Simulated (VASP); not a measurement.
# SrB2Te4 (I422) in VASP: electric field gradients with PBE

Aim: the electric field gradients of SrB2Te4 with PBE.

All numbers are computed with VASP 6.6.1; they aren't measurements. Logs are shortened: lines on timing, memory, paths and dates and some standing lists are left out, and cuts for length are marked.

## 1. The cell of the first run

Symmetry: I422, No. 97, tetragonal system. Conventional cell: a = 8.158 Å, b = 8.158 Å, c = 6.111 Å, α = 90.00°, β = 90.00°, γ = 90.00°. Within 4.6 Å of Sr (site symmetry 422) lie 8 Te at 3.47 Å and 4 B at 4.08 Å. Within 3.1 Å of B (site symmetry 222) lie 4 Te at 2.29 Å and 2 B at 3.06 Å. Te (site symmetry 2) has 2 B at 2.29 Å within 3.0 Å.

## 2. Electric field gradients, PBE

Input file INCAR:

```
SYSTEM = SrB2Te4
PREC     = Accurate       ! precision mode
ENCUT    = 520            ! plane-wave cutoff, eV
EDIFF    = 1E-8           ! SCF threshold, eV
ISMEAR   = 0              ! smearing method
SIGMA    = 0.01           ! smearing width, eV
LREAL    = .FALSE.        ! projectors in reciprocal space
LASPH    = .TRUE.         ! aspherical terms in the spheres
NELM     = 80             ! most SCF steps
ALGO     = Normal         ! electronic algorithm
ISIF     = 2              ! what is computed and relaxed
LWAVE    = .FALSE.        ! write WAVECAR
LCHARG   = .FALSE.        ! write CHGCAR
GGA      = PE             ! functional
LEFG     = .TRUE.       
NBANDS   = 29             ! bands
```

Input file KPOINTS:

```
regular mesh
0
G
  8 8 8
  0 0 0
```

Input file POSCAR:

```
SrB2Te4
1.0
   -4.0791377896      4.0791377896      3.0556900934
    4.0791377896     -4.0791377896      3.0556900934
    4.0791377896      4.0791377896     -3.0556900934
Sr B Te
1 2 4
Direct
    0.0000000000      0.0000000000      0.0000000000
    0.5000000000      0.0000000000      0.5000000000
    0.0000000000      0.5000000000      0.5000000000
    0.8983266871      0.3983266871      0.7966533742
    0.1016733129      0.8983266871      0.5000000000
    0.3983266871      0.6016733129      0.5000000000
    0.6016733129      0.1016733129      0.2033466258
```

Potentials or basis: VASP PAW PBE potentials, release 64 (Sr_sv, B, Te).

Run with:

```console
$ cat potpaw_PBE.64/Sr_sv/POTCAR potpaw_PBE.64/B/POTCAR potpaw_PBE.64/Te/POTCAR > POTCAR
$ mpirun -np 1 vasp_std > vasp.out
```

OUTCAR:

```text
SYSTEM = SrB2Te4
   PREC = Accurate
   ENCUT = 520
   EDIFF = 1E-8
   ISMEAR = 0
   LREAL = .FALSE.
   LASPH = .TRUE.
   NELM = 80
   ISIF = 2
   GGA = PE

 ion  position               nearest neighbor table
   1  0.000  0.000  0.000-   6 3.47   5 3.47   5 3.47   6 3.47   4 3.47   7 3.47   7 3.47   4 3.47

   2  0.500  0.000  0.500-   7 2.29   4 2.29   6 2.29   5 2.29
   3  0.000  0.500  0.500-   4 2.29   7 2.29   6 2.29   5 2.29
   4  0.898  0.398  0.797-   3 2.29   2 2.29   7 3.42   1 3.47   1 3.47
   5  0.102  0.898  0.500-   2 2.29   3 2.29   6 3.42   1 3.47   1 3.47
   6  0.398  0.602  0.500-   2 2.29   3 2.29   5 3.42   1 3.47   1 3.47
   7  0.602  0.102  0.203-   2 2.29   3 2.29   4 3.42   1 3.47   1 3.47

  LATTYP: Found a body centered tetragonal cell.
 ALAT       =     8.1582755792
 C/A-ratio  =     0.7491019551

  Lattice vectors:

 A1 = (  -4.0791377896,   4.0791377896,   3.0556900934)
 A2 = (   4.0791377896,  -4.0791377896,   3.0556900934)
 A3 = (   4.0791377896,   4.0791377896,  -3.0556900934)

Analysis of symmetry for initial positions (statically):
=====================================================================
 Subroutine PRICEL returns:
 Original cell was already a primitive cell.

 Routine SETGRP: Setting up the symmetry group for a
 body centered tetragonal supercell.

 Subroutine GETGRP returns: Found  8 space group operations
 (whereof  8 operations were pure point group operations)
 out of a pool of 16 trial point group operations.

The static configuration has the point symmetry D_4 .

Analysis of symmetry for dynamics (positions and initial velocities):
=====================================================================
 Subroutine PRICEL returns:
 Original cell was already a primitive cell.

 Routine SETGRP: Setting up the symmetry group for a
 body centered tetragonal supercell.

 Subroutine GETGRP returns: Found  8 space group operations
 (whereof  8 operations were pure point group operations)
 out of a pool of 16 trial point group operations.

The dynamic configuration has the point symmetry D_4 .

[... 168 lines left out ...]
      3     -13.2996      2.00000
      4     -13.2942      2.00000
      5      -8.7557      2.00000
      6      -6.7661      2.00000
[... 757 lines left out ...]
     28       8.7040      0.00000
     29       8.7312      0.00000

 [... further k-points ...]

------------------------ aborting loop because EDIFF is reached ----------------------------------------

  FORCE on cell =-STRESS in cart. coord.  units (eV):
  Direction    XX          YY          ZZ          XY          YZ          ZX
  --------------------------------------------------------------------------------------
  -------------------------------------------------------------------------------------
  Total        0.1274825      0.1274825      0.1568601      0.0000000     -0.0000000      0.0000000
  in kB        1.0042810      1.0042810      1.2357116      0.0000000     -0.0000000      0.0000000
  external PRESSURE =       1.0814246 kB  Pullay stress =       0.0000000 kB

 VOLUME and BASIS-vectors are now :
 -----------------------------------------------------------------------------
  energy-cutoff  :      520.00
  volume of cell :      203.38
      direct lattice vectors                 reciprocal lattice vectors
    -4.079137790  4.079137790  3.055690093     0.000000000  0.122574923  0.163629159
     4.079137790 -4.079137790  3.055690093     0.122574923  0.000000000  0.163629159
     4.079137790  4.079137790 -3.055690093     0.122574923  0.122574923  0.000000000

 POSITION                                       TOTAL-FORCE (eV/Angst)
 -----------------------------------------------------------------------------------
      0.00000      0.00000      0.00000        -0.000000      0.000000     -0.000000
      0.00000      4.07914      0.00000        -0.000000      0.000000     -0.000000
      4.07914      0.00000      0.00000        -0.000000      0.000000     -0.000000
      1.21009      5.28923      1.52785         0.017535      0.017535      0.000000
      5.28923     -1.21009      1.52785         0.017535     -0.017535     -0.000000
      2.86905      1.21009      1.52785        -0.017535      0.017535     -0.000000
     -1.21009      2.86905      1.52785        -0.017535     -0.017535      0.000000
 -----------------------------------------------------------------------------------
    total drift:                               -0.000000      0.000000      0.000000

  FREE ENERGIE OF THE ION-ELECTRON SYSTEM (eV)
  ---------------------------------------------------
  free  energy   TOTEN  =       -29.4391599804 eV

  energy  without entropy=      -29.4391599804  energy(sigma->0) =      -29.43915998

 Electric field gradients (V/A^2)
---------------------------------------------------------------------
 ion       V_xx      V_yy      V_zz      V_xy      V_xz      V_yz
---------------------------------------------------------------------
   1     -10.742   -10.742    21.483    -0.000    -0.000    -0.000
   2       0.182     1.842    -2.024    -0.000    -0.000    -0.000
   3       1.842     0.182    -2.024    -0.000    -0.000    -0.000
   4    -164.163  -164.163   328.327   242.139    -0.846     0.846
   5    -164.163  -164.163   328.327  -242.139     0.846     0.846
   6    -164.163  -164.163   328.327  -242.139    -0.846    -0.846
   7    -164.163  -164.163   328.327   242.139     0.846    -0.846
---------------------------------------------------------------------

 Electric field gradients after diagonalization (V/A^2)
 (convention: |V_zz| > |V_xx| > |V_yy|)
----------------------------------------------------------------------
 ion       V_xx      V_yy      V_zz     asymmetry (V_yy - V_xx)/ V_zz
----------------------------------------------------------------------
   1     -10.742   -10.742    21.483       0.000
   2       1.842     0.182    -2.024       0.820
   3       1.842     0.182    -2.024       0.820
   4     328.329    77.976  -406.305       0.616
   5     328.329    77.976  -406.305       0.616
   6     328.329    77.976  -406.305       0.616
   7     328.329    77.976  -406.305       0.616
----------------------------------------------------------------------

           NMR quadrupolar parameters

 Cq : quadrupolar parameter    Cq=e*Q*V_zz/h
 eta: asymmetry parameters     (V_yy - V_xx)/ V_zz
 Q  : nuclear electric quadrupole moment in mb (millibarn)
----------------------------------------------------------------------
 ion       Cq(MHz)       eta       Q (mb)
----------------------------------------------------------------------
   1       0.052       0.000       1.000
   2      -0.005       0.820       1.000
   3      -0.005       0.820       1.000
   4      -0.982       0.616       1.000
   5      -0.982       0.616       1.000
   6      -0.982       0.616       1.000
   7      -0.982       0.616       1.000
----------------------------------------------------------------------
```

OSZICAR:

```text
N       E                     dE             d eps       ncg     rms          rms(c)
DAV:   1     0.192060763053E+03    0.19206E+03   -0.16010E+04  3422   0.116E+03
DAV:   2    -0.145297139091E+02   -0.20659E+03   -0.20071E+03  4254   0.200E+02
DAV:   3    -0.298682626686E+02   -0.15339E+02   -0.15244E+02  4866   0.533E+01
DAV:   4    -0.303985282197E+02   -0.53027E+00   -0.52901E+00  5628   0.879E+00
DAV:   5    -0.304047354306E+02   -0.62072E-02   -0.62060E-02  4767   0.102E+00    0.188E+01
DAV:   6    -0.294051749545E+02    0.99956E+00   -0.28589E+00  4268   0.712E+00    0.951E+00
DAV:   7    -0.294414272732E+02   -0.36252E-01   -0.78647E-01  4579   0.347E+00    0.500E+00
DAV:   8    -0.294344805004E+02    0.69468E-02   -0.84176E-02  4471   0.142E+00    0.171E+00
DAV:   9    -0.294373314471E+02   -0.28509E-02   -0.16141E-02  4420   0.565E-01    0.314E-01
DAV:  10    -0.294384442219E+02   -0.11128E-02   -0.15146E-03  4317   0.183E-01    0.143E-01
DAV:  11    -0.294390343114E+02   -0.59009E-03   -0.82423E-04  4226   0.118E-01    0.373E-02
DAV:  12    -0.294391233118E+02   -0.89000E-04   -0.10383E-04  4349   0.415E-02    0.302E-02
DAV:  13    -0.294391547571E+02   -0.31445E-04   -0.35954E-05  4194   0.216E-02    0.138E-02
DAV:  14    -0.294391597151E+02   -0.49580E-05   -0.83349E-06  4335   0.104E-02    0.230E-03
DAV:  15    -0.294391599373E+02   -0.22219E-06   -0.10623E-06  4620   0.392E-03    0.185E-03
DAV:  16    -0.294391599776E+02   -0.40312E-07   -0.98813E-08  4479   0.125E-03    0.728E-04
DAV:  17    -0.294391599804E+02   -0.28667E-08   -0.17609E-08  3588   0.567E-04
   1 F= -.29439160E+02 E0= -.29439160E+02  d E =-.171841E-11
```

stdout:

```text
POSCAR found type information on POSCAR SrB Te
 POSCAR found :  3 types and       7 ions
 scaLAPACK will be used
 LDA part: xc-table for (Slater+PW92), standard interpolation
 POSCAR, INCAR and KPOINTS ok, starting setup
 FFT: planning ... GRIDC
 FFT: planning ... GRID_SOFT
 FFT: planning ... GRID
 WAVECAR not read
 entering main loop
ion   1

ion   2

ion   3

ion   4

ion   5

ion   6

ion   7
```

Run time: 5.8 min. Hardware: 1 thread of Intel Xeon Platinum 8488C (Sapphire Rapids), shared host; peak memory 0.56 GiB.

Results:

```yaml
Free_energy: -29.4392 eV
Pressure: 0.1 GPa
Largest_force: 0.025 eV/Å
Band_gap_on_the_k_mesh: 0.35 eV (least direct gap 0.62 eV)
Largest_electric_field_gradient_by_atom: Sr +21.5; B -2.0; Te -406.3 V/Å²
```

Forces in eV/Å, atoms in the order of the input:
```
Sr   0.000  0.000  0.000
B    0.000  0.000  0.000
B    0.000  0.000  0.000
Te   0.018  0.018  0.000
Te   0.018 -0.018  0.000
Te  -0.018  0.018  0.000
Te  -0.018 -0.018  0.000
```

Electric field gradients, principal values (V/Å²):
| atom | least | middle | greatest (by size) |
| --- | --- | --- | --- |
| 1 Sr | -10.742 | -10.742 | 21.483 |
| 2 B | 0.182 | 1.842 | -2.024 |
| 3 B | 0.182 | 1.842 | -2.024 |
| 4 Te | 77.976 | 328.329 | -406.305 |
| 5 Te | 77.976 | 328.329 | -406.305 |
| 6 Te | 77.976 | 328.329 | -406.305 |
| 7 Te | 77.976 | 328.329 | -406.305 |

Caveat: without QUAD_EFG the Cq values of the log hold for a quadrupole moment of 1 mb, not for the nuclei; spin-orbit coupling is left out, which moves the levels of the heavy elements. A k mesh can miss the band edges.
